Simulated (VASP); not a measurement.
# Al (I4/mmm) in VASP: a series of runs, part 2 of 3

VASP 6.6.1. Earlier steps stand in the parts before.

## 3. Single point, PBE+D3(BJ) (strain -0.0150 x Voigt [0, 0, 1, 0, 0, 0])

Input file INCAR:

```
SYSTEM = Al
PREC = Accurate ; ENCUT = 520
EDIFF = 1E-6 ; ISMEAR = 0
SIGMA = 0.15 ; LREAL = .FALSE.
LASPH = .TRUE. ; NELM = 60
ALGO = Fast ; ISIF = 2
LWAVE = .FALSE. ; LCHARG = .FALSE.
GGA = PE ; IVDW = 12
NBANDS = 8
```

Input file KPOINTS:

```
regular mesh
0
G
  20 20 20
  0 0 0
```

Input file POSCAR:

```
Al
1.0
    0.0000000000      2.0239800000      1.9936203000
    2.0239800000      0.0000000000      1.9936203000
    2.0239800000      2.0239800000      0.0000000000
Al
1
Direct
    0.0000000000      0.0000000000      0.0000000000
```

Potentials or basis: VASP PAW PBE potentials, release 64 (Al).

Command:

```console
> cat potpaw_PBE.64/Al/POTCAR > POTCAR
> mpirun -np 1 vasp_std > vasp.out
```

OUTCAR:

```text
SYSTEM = Al
   PREC = Accurate
   ENCUT = 520
   EDIFF = 1E-6
   ISMEAR = 0
   LREAL = .FALSE.
   LASPH = .TRUE.
   NELM = 60
   ISIF = 2
   GGA = PE
   IVDW = 12
 IVDW          = 12

 ion  position               nearest neighbor table
   1  0.000  0.000  0.000-

  LATTYP: Found a body centered tetragonal cell.
 ALAT       =     2.8623399660
 C/A-ratio  =     1.3930003589

  Lattice vectors:

 A1 = (   0.0000000000,  -2.0239800000,  -1.9936203000)
 A2 = (   0.0000000000,   2.0239800000,  -1.9936203000)
 A3 = (   2.0239800000,   0.0000000000,   1.9936203000)

Analysis of symmetry for initial positions (statically):
=====================================================================
 Subroutine PRICEL returns:
 Original cell was already a primitive cell.

 Routine SETGRP: Setting up the symmetry group for a
 body centered tetragonal supercell.

 Subroutine GETGRP returns: Found 16 space group operations
 (whereof 16 operations were pure point group operations)
 out of a pool of 16 trial point group operations.

The static configuration has the point symmetry D_4h.

Analysis of symmetry for dynamics (positions and initial velocities):
=====================================================================
 Subroutine PRICEL returns:
 Original cell was already a primitive cell.

 Routine SETGRP: Setting up the symmetry group for a
 body centered tetragonal supercell.

 Subroutine GETGRP returns: Found 16 space group operations
 (whereof 16 operations were pure point group operations)
 out of a pool of 16 trial point group operations.

The dynamic configuration has the point symmetry D_4h.

 Subroutine INISYM returns: Found 16 space group operations
 (whereof 16 operations are pure point group operations),
 and found     1 'primitive' translations

----------------------------------------------------------------------------------------

                                     Primitive cell

  volume of cell :      16.3337

  direct lattice vectors                    reciprocal lattice vectors
     0.000000000  2.023980000  1.993620300    -0.247038014  0.247038014  0.250800014
     2.023980000  0.000000000  1.993620300     0.247038014 -0.247038014  0.250800014
     2.023980000  2.023980000  0.000000000     0.247038014  0.247038014 -0.250800014

  length of vectors
     2.840953527  2.840953527  2.862339966     0.430065353  0.430065353  0.430065353

  position of ions in fractional coordinates (direct lattice)
     0.000000000  0.000000000  0.000000000

  ion indices of the primitive-cell ions
   primitive index   ion index
                 1           1

----------------------------------------------------------------------------------------

 KPOINTS: regular mesh

Automatic generation of k-mesh.
 Grid dimensions read from file:
 generate k-points for:   20   20   20

 Generating k-lattice:

  Cartesian coordinates                     Fractional coordinates (reciprocal lattice)
    -0.012351901  0.012351901  0.012540001     0.050000000  0.000000000  0.000000000
     0.012351901 -0.012351901  0.012540001     0.000000000  0.050000000  0.000000000
     0.012351901  0.012351901 -0.012540001    -0.000000000 -0.000000000  0.050000000

  Length of vectors
     0.021503268  0.021503268  0.021503268

  Shift w.r.t. Gamma in fractional coordinates (k-lattice)
     0.000000000  0.000000000  0.000000000

 Subroutine IBZKPT returns following result:
 ===========================================

 Found    641 irreducible k-points:

 Following reciprocal coordinates:
            Coordinates               Weight
  0.000000  0.000000  0.000000      1.000000
  0.050000  0.000000  0.000000      8.000000
  0.100000  0.000000  0.000000      8.000000
  0.150000  0.000000  0.000000      8.000000
  0.200000  0.000000  0.000000      8.000000
  0.250000  0.000000  0.000000      8.000000
[... 16 lines left out ...]
 -0.400000  0.050000  0.000000      8.000000
 -0.350000  0.050000  0.000000      8.000000
 [... further k-points ...]
   k-points           NKPTS =    641   k-points in BZ     NKDIM =    641   number of bands    NBANDS=      8
   number of dos      NEDOS =    301   number of ions     NIONS =      1
   total plane-waves  NPLWV =  13824
   dimension x,y,z NGX =    24 NGY =   24 NGZ =   24
   dimension x,y,z NGXF=    48 NGYF=   48 NGZF=   48
   ions per type =               1
   NGX,Y,Z   is equivalent  to a cutoff of  14.04, 14.04, 13.94 a.u.
   NGXF,Y,Z  is equivalent  to a cutoff of  28.09, 28.09, 27.88 a.u.
 SYSTEM =  Al
   PREC   = accura    normal or accurate (medium, high low for compatibility)
   ISTART =      0    job   : 0-new  1-cont  2-samecut
   ICHARG =      2    charge: 1-file 2-atom 10-const
   ISPIN  =      1    spin polarized calculation?
   LNONCOLLINEAR =      F non collinear calculations
   LSORBIT =      F    spin-orbit coupling
   LASPH  =      T    aspherical Exc in radial PAW
   ENCUT  =  520.0 eV  38.22 Ry    6.18 a.u.   5.28  5.28  5.32*2*pi/ulx,y,z
   NELM   =     60;   NELMIN=  2; NELMDL= -5     # of ELM steps
   EDIFF  = 0.1E-05   stopping-criterion for ELM
   LREAL  =      F    real-space projection
   EDIFFG = 0.1E-04   stopping-criterion for IOM
   NSW    =      0    number of steps for IOM
   IBRION =     -1    ionic relax: 0-MD 1-quasi-New 2-CG
   NFREE  =      0    steps in history (QN), initial steepest desc. (CG)
   ISIF   =      2    stress and relaxation
   ISYM   =      2    0-nonsym 1-usesym 2-fastsym
   POTIM  = 0.5000    time-step for ionic-motion
   TEBEG  =    0.0;   TEEND  =   0.0 temperature during run
   PSTRESS=    0.0 pullay stress
   NELECT =       3.0000    total number of electrons
   NUPDOWN=      -1.0000    fix difference up-down
   EMIN   =  10.00;   EMAX   =-10.00  energy-range for DOS
   EFERMI =   0.00;   METHOD = LEGACY
   ISMEAR =     0;   SIGMA  =   0.15  broadening in eV -4-tet -1-fermi 0-gaus
   EFERMI_NEDOS =   21; number of points for ismear=-14 and -15
   IALGO  =     68    algorithm
   IMIX   =      4    mixing-type and parameters
     AMIX     =   0.40;   BMIX     =  1.00
     AMIX_MAG =   1.60;   BMIX_MAG =  1.00
  volume/ion in A,a.u.               =      16.33       110.23
  Fermi-wavevector in a.u.,A,eV,Ry     =   0.930580  1.758541 11.782357  0.865979
  Thomas-Fermi vector in A             =   2.056983
   LORBIT       =      0    0 simple, 1 ext, 2 COOP (PROOUT), +10 PAW based schemes
   GGA     = PE    functional components
   LHFCALC =     F    Hartree Fock is set to
   AEXX    =    0.0000 exact exchange contribution
   IVDW    =    12    specifies the selected vdW correction
   LEPSILON=     F    determine dielectric tensor
   LRPA    =     F    only Hartree local field effects (RPA)
 non-spin polarized calculation
 RMM-DIIS sequential band-by-band and
 Gauss-broadening in eV      SIGMA  =   0.15
  energy-cutoff  :      520.00
  volume of cell :       16.33
 maximum number of plane-waves:       452
 NGX is ok and might be reduce to    24
   NGX = 11   NGY = 11   NGZ = 11

 number of electron       3.0000000 magnetization

 Free energy of the ion-electron system (eV)
  ---------------------------------------------------
  ext. energy  EPLUGINS =         0.00000000
  ---------------------------------------------------
  free energy    TOTEN  =        -3.74731763 eV

  energy without entropy =       -3.74264763  energy(sigma->0) =       -3.74498263

 E-fermi :   8.1447     XC(G=0): -10.2335

 val. band max:        8.1339171973   @ k =  -0.3000   0.0000   0.2500
 cond. band min:       8.1502036243   @ k =   0.4500   0.2000   0.0500
 fundamental gap:      0.0162864270
 Fermi energy:         8.1446895938

 k-point     1 :       0.0000    0.0000    0.0000
  band No.  band energies     occupation
      1      -3.0986      2.00000
      2      20.7297      0.00000
      3      20.7297      0.00000
      4      20.8936      0.00000
      5      22.3193      0.00000
      6      22.3681      0.00000
      7      22.3681      0.00000
      8      24.6486      0.00000
[... 243 lines left out ...]
 k-point    24 :      -0.3500    0.0500    0.0000
  band No.  band energies     occupation
      1       0.5822      2.00000
      2       7.5806      2.00000
      3      17.6983      0.00000
      4      19.8345      0.00000
      5      19.9818      0.00000
      6      21.4217      0.00000
      7      23.0699      0.00000
      8      26.0258      0.00000

 [... further k-points ...]

------------------------ aborting loop because EDIFF is reached ----------------------------------------

 Edisp (eV)   -0.33988

 E8    (eV) :    -0.1520

  FORCE on cell =-STRESS in cart. coord.  units (eV):
  Direction    XX          YY          ZZ          XY          YZ          ZX
  --------------------------------------------------------------------------------------
  -------------------------------------------------------------------------------------
  Total      -0.28576    -0.28576    -0.26493     0.00000     0.00000     0.00000
  in kB     -28.03071   -28.03071   -25.98705     0.00000     0.00000     0.00000
  external pressure =      -27.35 kB  Pullay stress =        0.00 kB

 VOLUME and BASIS-vectors are now :
 -----------------------------------------------------------------------------
  energy-cutoff  :      520.00
  volume of cell :       16.33
      direct lattice vectors                 reciprocal lattice vectors
     0.000000000  2.023980000  1.993620300    -0.247038014  0.247038014  0.250800014
     2.023980000  0.000000000  1.993620300     0.247038014 -0.247038014  0.250800014
     2.023980000  2.023980000  0.000000000     0.247038014  0.247038014 -0.250800014

 POSITION                                       TOTAL-FORCE (eV/Angst)
 -----------------------------------------------------------------------------------
      0.00000      0.00000      0.00000         0.000000      0.000000     -0.000000
 -----------------------------------------------------------------------------------
    total drift:                                0.000000      0.000000      0.000000

  FREE ENERGIE OF THE ION-ELECTRON SYSTEM (eV)
  ---------------------------------------------------
  free  energy   TOTEN  =        -4.0872010255 eV

  energy  without entropy=       -4.0825310230  energy(sigma->0) =       -4.08486602
```

stdout:

```text
POSCAR found type information on POSCAR Al
 POSCAR found :  1 types and       1 ions
 scaLAPACK will be used
 LDA part: xc-table for (Slater+PW92), standard interpolation
 POSCAR, INCAR and KPOINTS ok, starting setup
 FFT: planning ... GRIDC
 FFT: planning ... GRID_SOFT
 FFT: planning ... GRID
 WAVECAR not read
 entering main loop
```

It took 55 s on 1 thread of Intel Xeon 6975P-C, shared host; peak memory 0.2 GiB.

Results:

- Free energy: -4.0872 eV
- Pressure: -2.7 GPa
- Dispersion energy per atom: -0.340 eV

Caveat: the cell differs from its parent crystal (strain -0.0150 x Voigt [0, 0, 1, 0, 0, 0]); pairwise dispersion overbinds metals, which lowers pressure and volume.

(Part 2 of 3 ends here.)
